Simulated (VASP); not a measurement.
Here is a VASP 6.6.1 calculation.

The input INCAR:

```
SYSTEM = Sn
  PREC = Accurate
  ENCUT = 520
  EDIFF = 1E-6
  ISMEAR = -1
  SIGMA = 0.05
  LREAL = .FALSE.
  LASPH = .TRUE.
  NELM = 100
  ALGO = Normal
  ISIF = 2
  LWAVE = .FALSE.
  LCHARG = .FALSE.
  GGA = PS
  NBANDS = 13
```

File KPOINTS:

```
regular mesh
0
G
  7 7 8
  0 0 0
```

The input POSCAR:

```
Sn
1.0
   -1.5902416022      1.7500069937      2.2957335178
    1.7253159787     -1.6968086242      2.3550720871
    1.6274433993      1.7329787075     -2.2553364129
Sn
1
Direct
    0.0000000000      0.0000000000      0.0000000000
```

Potentials or basis: VASP PAW PBE potentials, release 64 (Sn_d).

Run with:

```bash
$ cat potpaw_PBE.64/Sn_d/POTCAR > POTCAR
$ mpirun -np 1 vasp_std > vasp.out
```

Question: Predict the band gap on the k mesh.

Answer: Zero (band 7 reaches 15.04 eV, above the bottom of band 8 at 6.11 eV).

Question: Estimate the pressure.

Answer: -1.2 GPa.

Stress tensor (GPa, compression positive):
```
-0.06  1.44  0.51
 1.44 -1.03 -0.36
 0.51 -0.36 -2.54
```

Caveat: the PAW data sets were made with another functional, which shifts forces and pressure a little; spin-orbit coupling is left out, which moves the levels of the heavy elements.
